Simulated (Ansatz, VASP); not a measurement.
**In in VASP and in Ansatz**

The input INCAR:

```
PREC = Accurate ; ENCUT = 520
EDIFF = 1E-6 ; ISMEAR = 0
SIGMA = 0.15 ; LREAL = F
LASPH = T ; NELM = 100
ALGO = Fast ; ISIF = 2
LWAVE = F ; LCHARG = T
GGA = PE ; LELF = T
LVHAR = T ; NBANDS = 12
```

KPOINTS

```
Automatic mesh
0
Gamma
  20 20 20
```

File POSCAR:

```
In
1.0
   -1.5611040000      1.5611040000      2.5729080000
    1.5611040000     -1.5611040000      2.5729080000
    1.5611040000      1.5611040000     -2.5729080000
In
1
Direct
    0.0000000000      0.0000000000      0.0000000000
```

Input for Ansatz:

```yaml
crystal:
  lattice:
    - [-1.561104, 1.561104, 2.572908]
    - [1.561104, -1.561104, 2.572908]
    - [1.561104, 1.561104, -2.572908]
  atoms:
    - { symbol: In, position: [0.0, 0.0, 0.0] }
basis:
  ecutwfc: 420
kpoints:
  mp_grid: { grid: [20, 20, 20] }
hamiltonian:
  xc: pbe
scf:
  occupations: { method: gaussian, width: 0.15 }
output:
  forces: true
  stress: true
  eigenvalues: true
```

Change from the starting cell: strain -0.040 along x and y, +0.040 along z, atoms carried along.

Alike in both runs: task single point; functional PBE; k mesh 20 × 20 × 20; occupations gaussian, width 0.15 eV; no spin polarisation.

|  | VASP | Ansatz |
| --- | --- | --- |
| version | VASP 6.6.1 | Ansatz 0.2.0 |
| potentials or method | VASP PAW PBE potentials, release 64 (In_d), cutoff 520 eV | scalar-relativistic, plane waves, PAW |
| valence electrons in the cell | 13 | 13 |

Ansatz gave:

* gap on the k mesh at the Fermi level (eV): none
* pressure (GPa): 4.2
* traceless stress, the component that is largest in VASP (GPa): -0.89

Problem. Estimate VASP's values.

Solution. gap on the k mesh at the Fermi level (eV): none; pressure (GPa): 4.2; traceless stress, the component that is largest in VASP (GPa): -0.91.

A gap of «none» marks a metal or a gap that the smearing closes.
